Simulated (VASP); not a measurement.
MnO2: single point with PBEsol

MnO2:

```
CELL_PARAMETERS angstrom
2.85658 0.00000 0.00000
-1.42829 2.47387 0.00000
0.00000 0.00000 4.55536
ATOMIC_POSITIONS crystal
Mn 0.00000 0.00000 0.50000
O 0.33333 0.66667 0.70639
O 0.66667 0.33333 0.29361
```

- Program: VASP 6.6.1
- Task: single point
- Functional: PBEsol
- Potentials or basis: VASP PAW PBE potentials, release 64 (Mn_sv, O)
- Cutoff: 600 eV
- k mesh: 9 × 9 × 5
- Occupations: fermi-dirac, width 0.05 eV
- Spin: collinear spin, ferromagnetic start
- Starting moments: [4.0, 0.0, 0.0] μB
- Dipole correction: no
- Further INCAR settings: ALGO = Normal; EDIFF = 1e-06; NBANDS = 24

```json
{"Pressure": "-1.9 GPa", "Band gap on the k mesh": "0.69 eV (least direct gap 0.75 eV)", "Net moment": "3.00 μB per cell", "Site moments": "Mn +2.72; O +0.04 μB", "Valence electrons inside the program's atomic spheres": "Mn 12.78; O 4.98"}
```

Stress tensor (GPa, compression positive):
```
-2.78  0.00  0.00
 0.00 -2.78  0.00
 0.00  0.00 -0.06
```

Levels at points of the mesh, in eV from the valence-band top:
Spin up:
```
           k point  band 11  band 12  band 13  band 14  band 15  band 16  band 17  band 18  band 19  band 20
(0.00, 0.00, 0.00)    -2.44    -1.55    -1.55    -1.27    -0.36     2.84     2.84     6.94    10.11    14.80
```
Spin down:
```tsv
k point	band 9	band 10	band 11	band 12	band 13	band 14	band 15	band 16
(0.00, 0.00, 0.00)	-5.25	-1.46	-1.46	-1.08	0.70	0.70	2.37	4.21
```

It took 48 s on 1 thread of Intel(R) Xeon(R) Platinum 8488C (Sapphire Rapids) (shared host), peak memory 0.21 GiB.

Caveat: the PAW data sets were made with another functional, which shifts forces and pressure a little; an odd mesh through Γ misses points on the zone boundary, where band edges can lie; a cell with one magnetic atom can't hold antiferromagnetic order, which such compounds often take.
